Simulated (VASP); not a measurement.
Wanted: the native input for a VASP 6.6.1 run.

```
Task                   : single point
Functional             : PBEsol
Potentials or basis    : VASP PAW PBE potentials, release 64 (B, N)
Cutoff                 : 520 eV
k mesh                 : 12 × 12 × 12
Occupations            : gaussian, width 0.05 eV
Spin                   : no spin polarisation
Dipole correction      : no
Further INCAR settings : ALGO = Normal; EDIFF = 1e-06; NBANDS = 11
```

The structure of BN lies in POSCAR:

```
BN
1.0
    0.0000000000      3.3860148788      2.3081916704
    1.2124926958      0.0000000000      2.3081916704
    1.2124926958      3.3860148788      0.0000000000
B N
1 1
Direct
    0.0000486500      0.0000486500      0.9999513500
    0.6666513400      0.6666513400      0.3333486600
```

This cell differs from its parent crystal: ratio of the length along z to the lengths across it x 1.1, volume and fractional coordinates fixed.

These files were run (other wordings do the same):

INCAR

```
SYSTEM = BN
PREC = Accurate ; ENCUT = 520
EDIFF = 1E-6 ; ISMEAR = 0
SIGMA = 0.05 ; LREAL = .False.
LASPH = .True. ; NELM = 100
ALGO = Normal ; ISIF = 2
LWAVE = .False. ; LCHARG = .True.
GGA = PS ; LELF = .True.
LVHAR = .True. ; NBANDS = 11
```

KPOINTS

```
regular mesh
0
Gamma
  12 12 12
  0 0 0
```

Potentials or basis: VASP PAW PBE potentials, release 64 (B, N).

Command:

```bash
$ cat potpaw_PBE.64/B/POTCAR potpaw_PBE.64/N/POTCAR > POTCAR
$ mpirun -np 1 vasp_std > vasp.out
```

Results of the run:

```json
{"Pressure": "-7.9 GPa", "Largest force": "0.656 eV/Å", "Band gap on the k mesh": "3.10 eV (least direct gap 4.52 eV)"}
```

Caveat: the cell stands under tension; the PAW data sets were made with another functional, which shifts forces and pressure a little.

Wall time 95 s on 1 thread of Intel Xeon 8259CL, on a shared host, peak memory 0.18 GiB.
